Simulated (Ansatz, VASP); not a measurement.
**Ir: VASP beside Ansatz**

```
Ir
1.0
     0.00000    1.80651    2.16781
     1.80651    0.00000    2.16781
     1.80651    1.80651    0.00000
Ir
1
Direct
  0.00000 0.00000 0.00000
```

Alike in both runs: task single point; functional LDA; k mesh 8 × 8 × 8; occupations gaussian, width 0.15 eV; no spin polarisation.

|  | VASP | Ansatz |
| --- | --- | --- |
| version | VASP 6.6.1 | Ansatz 0.2.0 |
| potentials or method | VASP PAW LDA potentials, release 64 (Ir_sv_GW), cutoff 500 eV | scalar-relativistic, plane waves, PAW |
| valence electrons in the cell | 17 | 17 |

|  | VASP | Ansatz | Ansatz less VASP |
| --- | --- | --- | --- |
| gap on the k mesh at the Fermi level (eV) | none | none | - |
| pressure (GPa) | -0.7 | 1.1 | +1.79 |
| traceless stress, the component that is largest in VASP (GPa) | -37.84 | -37.87 | -0.026 |

LDA's correlation is that of Perdew and Zunger in VASP and of Perdew and Wang (1992) in Ansatz. A gap of «none» marks a metal or a gap that the smearing closes.

Spin-orbit coupling is off throughout.
